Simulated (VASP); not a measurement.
A run of VASP 6.6.1 is set up as follows.

Contents of POSCAR:

```
AlN
1.0
    0.0000000000      1.9882137154      1.9882137154
    1.9882137154      0.0000000000      1.9882137154
    1.9882137154      1.9882137154      0.0000000000
Al N
1 1
Direct
    0.0000000000      0.0000000000      0.0000000000
    0.5000000000      0.5000000000      0.5000000000
```

Contents of INCAR.step1:

```
SYSTEM = AlN
PREC     = Accurate       ! precision mode
ENCUT    = 660            ! plane-wave cutoff, eV
ISMEAR   = 0              ! smearing method
SIGMA    = 0.01           ! smearing width, eV
LREAL    = .False.        ! projectors in reciprocal space
LASPH    = .True.         ! aspherical terms in the spheres
NELM     = 120            ! most SCF steps
NBANDS   = 11             ! bands
GGA      = PE             ! functional
ALGO     = Normal         ! electronic algorithm
EDIFF    = 1E-5           ! SCF threshold, eV
LWAVE    = .True.         ! write WAVECAR
LCHARG   = .False.        ! write CHGCAR
GGA_COMPAT= .False.
```

INCAR.step2

```
SYSTEM = AlN
PREC     = Accurate       ! precision mode
ENCUT    = 660            ! plane-wave cutoff, eV
EDIFF    = 1E-6           ! SCF threshold, eV
ISMEAR   = 0              ! smearing method
SIGMA    = 0.01           ! smearing width, eV
LREAL    = .False.        ! projectors in reciprocal space
LASPH    = .True.         ! aspherical terms in the spheres
NELM     = 120            ! most SCF steps
ALGO     = Normal         ! electronic algorithm
ISIF     = 2              ! what is computed and relaxed
LWAVE    = .False.        ! write WAVECAR
LCHARG   = .False.        ! write CHGCAR
METAGGA  = R2SCAN         ! meta-GGA
LMIXTAU  = .True.       
NBANDS   = 11             ! bands
ISTART   = 1            
GGA_COMPAT= .False.
```

The input KPOINTS:

```
Automatic mesh
0
Gamma
  10 10 10
  0 0 0
```

Potentials or basis: VASP PAW PBE potentials, release 64 (Al, N).

The run is started by

```bash
$ cat potpaw_PBE.64/Al/POTCAR potpaw_PBE.64/N/POTCAR > POTCAR
$ cp INCAR.step1 INCAR
$ mpirun -np 1 vasp_std > vasp.out
$ cp INCAR.step2 INCAR
$ mpirun -np 1 vasp_std > vasp.out
```

Q: Predict the pressure.

A: 13.1 GPa.

Q: What does it give for the band gap on the k mesh?

A: 5.90 eV, indirect (least direct gap 7.29 eV).

Caveat: the PAW data sets were made with another functional, which shifts forces and pressure a little. A k mesh can miss the band edges.
